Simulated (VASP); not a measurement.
Wanted: the native input for a VASP 6.6.1 run.

```yaml
Task: single point
Functional: PBE
Potentials_or_basis: VASP PAW PBE potentials, release 64 (Mg, Se)
Cutoff: 600 eV
k_mesh: 8 × 8 × 8
Occupations: gaussian, width 0.02 eV
Spin: no spin polarisation
Dipole_correction: no
Further_INCAR_settings: ALGO = Normal; EDIFF = 1e-06; NBANDS = 11
```

The structure of MgSe lies in POSCAR:

```
MgSe
1.0
    0.0000000000      2.7544736754      2.7544736754
    2.7544736754      0.0000000000      2.7544736754
    2.7544736754      2.7544736754      0.0000000000
Mg Se
1 1
Direct
    0.0000000000      0.0000000000      0.0000000000
    0.5000000000      0.5000000000      0.5000000000
```

These files were run (other wordings do the same):

INCAR

```
PREC     = Accurate       # precision mode
ENCUT    = 600            # plane-wave cutoff, eV
EDIFF    = 1E-6           # SCF threshold, eV
ISMEAR   = 0              # smearing method
SIGMA    = 0.02           # smearing width, eV
LREAL    = False          # projectors in reciprocal space
LASPH    = True           # aspherical terms in the spheres
NELM     = 120            # most SCF steps
ALGO     = Normal         # electronic algorithm
ISIF     = 2              # what is computed and relaxed
LWAVE    = False          # write WAVECAR
LCHARG   = False          # write CHGCAR
GGA      = PE             # functional
NBANDS   = 11             # bands
GGA_COMPAT= False
```

KPOINTS

```
regular mesh
0
Gamma
  8 8 8
```

Potentials or basis: VASP PAW PBE potentials, release 64 (Mg, Se).

Command:

```bash
$ cat potpaw_PBE.64/Mg/POTCAR potpaw_PBE.64/Se/POTCAR > POTCAR
$ mpirun -np 1 vasp_std > vasp.out
```

It gave:

* Pressure: -0.1 GPa
* Band gap on the k mesh: 1.75 eV, indirect (least direct gap 2.39 eV)

Wall time 7.5 s on 1 thread of Intel(R) Xeon(R) 6975P-C (Granite Rapids) (shared host), peak memory 0.18 GiB.
